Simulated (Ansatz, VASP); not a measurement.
## One calculation of Hf, two programs

```xyz
2
Lattice="3.2056 0.0000 0.0000 -1.6028 2.7762 0.0000 0.0000 0.0000 5.0608" Properties=species:S:1:pos:R:3 pbc="T T T"
Hf    0.0000    1.8508    1.2652
Hf    1.6028    0.9254    3.7956
```

Alike in both runs: functional PBE; k mesh 14 × 14 × 8; occupations methfessel-paxton of order 1, width 0.1 eV; no spin polarisation.

Ansatz relaxed the structure, and its values are those at the end. VASP's run is a single point on that final structure, the one shown.

|  | VASP | Ansatz |
| --- | --- | --- |
| version | VASP 6.6.1 | Ansatz 0.2.0 |
| potentials or method | VASP PAW PBE potentials, release 64 (Hf_pv), cutoff 520 eV | plane-wave PAW DFT |
| valence electrons in the cell | 20 | 52 |

Ansatz gave:

* pressure (GPa): 0.0

Problem. Estimate VASP's values.

Solution. Pressure (GPa): -0.5.

With one functional, cell and mesh, what is left measures potentials, basis and numerics. VASP's potentials hold 20 valence electrons a cell and Ansatz's 52, so a difference there can come from the potentials and not from the codes.

Spin-orbit coupling is off throughout.
